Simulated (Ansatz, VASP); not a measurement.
# Two plane-wave programs on Mg3Cd2Te3

```
Mg Cd Te
1.0
     4.91743    0.00000    0.00000
     0.00000    4.25331    0.00000
     0.00000    0.00000    9.93533
Mg Cd Te
3 2 3
Direct
  0.00000 0.50000 0.00000
  0.50000 0.00000 0.50000
  0.50000 0.00000 0.00000
  0.00000 0.00000 0.24216
  0.00000 0.00000 0.75784
  0.50000 0.50000 0.19757
  0.50000 0.50000 0.80243
  0.00000 0.50000 0.50000
```

Change from the starting cell: species swapped into the Zr2Pd3Rh3 type (Pmmm, No. 47).

Alike in both runs: functional PBE; k mesh 4 × 4 × 2; occupations gaussian, width 0.2 eV; no spin polarisation.

Ansatz relaxed the structure, and its values are those at the end. VASP's run is a single point on that final structure, the one shown.

|  | VASP | Ansatz |
| --- | --- | --- |
| version | VASP 6.6.1 | Ansatz 0.2.0 |
| potentials or method | VASP PAW PBE potentials, release 64 (Mg, Cd, Te), cutoff 520 eV | scalar-relativistic, plane waves, PAW |
| valence electrons in the cell | 48 | 118 |

Ansatz gave:

- gap on the k mesh at the Fermi level (eV): none
- pressure (GPa): 0.2
- rms of the force components (eV/Å): 0.010

Estimate VASP's values.

gap on the k mesh at the Fermi level (eV): none; pressure (GPa): 0.2; rms of the force components (eV/Å): 0.009.

A gap of «none» marks a metal or a gap that the smearing closes. With one functional, cell and mesh, what is left measures potentials, basis and numerics. VASP's potentials hold 48 valence electrons a cell and Ansatz's 118, so a difference there can come from the potentials and not from the codes.

The k mesh is coarse, so the values compare programs but aren't converged. Spin-orbit coupling is off throughout.
